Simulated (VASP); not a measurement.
Input of a VASP 6.6.1 run:

POSCAR

```
SiO2
1.0
   -2.3740500000      2.3740500000      3.7440000000
    2.3740500000     -2.3740500000      3.7440000000
    2.3740500000      2.3740500000     -3.7440000000
Si O
2 4
Direct
    0.0000000000      0.0000000000      0.0000000000
    0.7500000000      0.2500000000      0.5000000000
    0.9983800000      0.6250000000      0.8733800000
    0.3750000000      0.2483800000      0.3733800000
    0.7516200000      0.1250000000      0.1266200000
    0.8750000000      0.0016200000      0.6266200000
```

Contents of INCAR.step1:

```
SYSTEM = SiO2
PREC = Accurate
ENCUT = 520
ISMEAR = 0
SIGMA = 0.1
LREAL = .False.
LASPH = .True.
NELM = 100
NBANDS = 25
GGA = PE
ALGO = Normal
EDIFF = 1E-4
LWAVE = .True.
LCHARG = .False.
```

File INCAR.step2:

```
SYSTEM = SiO2
PREC = Accurate
ENCUT = 520
EDIFF = 1E-6
ISMEAR = 0
SIGMA = 0.1
LREAL = .False.
LASPH = .True.
NELM = 100
ALGO = Normal
ISIF = 2
LWAVE = .False.
LCHARG = .False.
METAGGA = R2SCAN
LMIXTAU = .True.
NBANDS = 25
ISTART = 1
```

The input KPOINTS:

```
Automatic mesh
0
Gamma
  6 6 6
  0 0 0
```

Potentials or basis: VASP PAW PBE potentials, release 64 (Si, O).

Run with:

```bash
$ cat potpaw_PBE.64/Si/POTCAR potpaw_PBE.64/O/POTCAR > POTCAR
$ cp INCAR.step1 INCAR
$ mpirun -np 1 vasp_std > vasp.out
$ cp INCAR.step2 INCAR
$ mpirun -np 1 vasp_std > vasp.out
```

Problem. Predict the pressure.

Solution. -1.1 GPa.

Problem. Predict the largest force.

Solution. 0.187 eV/Å.

Problem. Predict the band gap on the k mesh.

Solution. 6.69 eV.

Stress tensor (GPa, compression positive):
```
-0.43  0.00  0.00
 0.00 -0.43  0.00
 0.00  0.00 -2.39
```

Caveat: the PAW data sets were made with another functional, which shifts forces and pressure a little. A k mesh can miss the band edges.
